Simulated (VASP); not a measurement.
AlNi:

```
Al Ni
1.0
     2.88100    0.00000    0.00000
     0.00000    2.88100    0.00000
     0.00000    0.00000    2.88100
Al Ni
1 1
Direct
  0.00000 0.00000 0.00000
  0.50000 0.50000 0.50000
```

| Property | Result |
| --- | --- |
| Program | VASP 6.6.1 |
| Task | relaxation of cell and atoms |
| Functional | LDA |
| Potentials or basis | VASP PAW LDA potentials, release 64 (Al, Ni) |
| Cutoff | 600 eV |
| k mesh | 12 × 12 × 12 |
| Occupations | fermi-dirac, width 0.1 eV |
| Spin | no spin polarisation |

At the start: pressure -8.2 GPa; volume 11.96 Å³/atom.

Problem. Where does the relaxation end?

Solution. Over 6 steps the energy falls by 15.2 meV/atom and the volume is 11.39 Å³/atom (-4.8 %); space group Pm-3m (No. 221, to 0.05 Å).

Step by step:
```tsv
step	energy change (eV)	largest force (eV/Å)	pressure (GPa)	volume (Å³)
1	0.0000	0.0000	-8.16	23.91
2	-0.0080	0.0000	8.17	21.87
3	-0.0303	0.0000	-0.06	22.78
4	-0.0303	0.0000	0.11	22.76
5	-0.0303	0.0000	-0.05	22.78
6	-0.0303	0.0000	-0.01	22.77
```

Final structure:
```cif
data_structure
_symmetry_space_group_name_H-M 'P 1'
_symmetry_Int_Tables_number 1
_cell_length_a 2.8344
_cell_length_b 2.8344
_cell_length_c 2.8344
_cell_angle_alpha 90.000
_cell_angle_beta 90.000
_cell_angle_gamma 90.000
_cell_volume 22.77
loop_
_atom_site_label
_atom_site_type_symbol
_atom_site_fract_x
_atom_site_fract_y
_atom_site_fract_z
_atom_site_occupancy
Al1 Al 0.00000 0.00000 0.00000 1
Ni1 Ni 0.50000 0.50000 0.50000 1
```
